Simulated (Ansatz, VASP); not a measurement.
ZrB2: VASP beside Ansatz

```
CELL_PARAMETERS angstrom
3.13349 0.00000 0.00000
-1.56674 2.71368 0.00000
0.00000 0.00000 3.48852
ATOMIC_POSITIONS crystal
Zr 0.00000 0.00000 0.00000
B 0.33333 0.66667 0.50000
B 0.66667 0.33333 0.50000
```

Alike in both runs: functional LDA; k mesh 16 × 16 × 10; occupations fermi-dirac, width 0.15 eV; no spin polarisation.

Ansatz relaxed the structure, and its values are those at the end. VASP's run is a single point on that final structure, the one shown.

|  | VASP | Ansatz |
| --- | --- | --- |
| version | VASP 6.6.1 | Ansatz 0.2.0 |
| potentials or method | VASP PAW LDA potentials, release 64 (Zr_sv, B), cutoff 520 eV | scalar-relativistic, plane waves, PAW |
| valence electrons in the cell | 18 | 18 |

```csv
,VASP,Ansatz,Ansatz less VASP
gap on the k mesh at the Fermi level (eV),none,none,-
pressure (GPa),0.5,0.0,-0.45
```

Ansatz warns that its potentials were made for another functional, while VASP's fit it. LDA's correlation is that of Perdew and Zunger in VASP and of Perdew and Wang (1992) in Ansatz. A gap of «none» marks a metal or a gap that the smearing closes.
